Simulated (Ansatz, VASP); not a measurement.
**As5S: VASP beside Ansatz**

```
As S
1.0
     5.13865    0.00000    0.00000
    -2.56933    4.45020    0.00000
     0.00000    0.00000    5.39572
As S
5 1
Direct
  0.33333 0.66667 0.00000
  0.66667 0.33333 0.00000
  0.50000 0.00000 0.50000
  0.50000 0.50000 0.50000
  0.00000 0.50000 0.50000
  0.00000 0.00000 0.00000
```

Change from the starting cell: species swapped into the DyFe5 type (P6/mmm, No. 191).

Alike in both runs: task relaxation of cell and atoms; functional PBE; k mesh 6 × 6 × 4; occupations gaussian, width 0.1 eV; no spin polarisation.

|  | VASP | Ansatz |
| --- | --- | --- |
| version | VASP 6.6.1 | Ansatz 0.2.0 |
| potentials or method | VASP PAW PBE potentials, release 64 (As, S), cutoff 600 eV | scalar-relativistic, plane waves, PAW |
| valence electrons in the cell | 31 | 81 |

|  | VASP | Ansatz | Ansatz less VASP |
| --- | --- | --- | --- |
| gap on the k mesh at the Fermi level, each at its own relaxed structure (eV) | none | none | - |
| relaxed volume (Å³/atom) | 20.43 | 20.51 | +0.076 |
| relaxed cell length with the largest relative difference (Å) | 5.123 | 5.139 | +0.0162 |

A gap of «none» marks a metal or a gap that the smearing closes. VASP's potentials hold 31 valence electrons a cell and Ansatz's 81, so a difference there can come from the potentials and not from the codes.
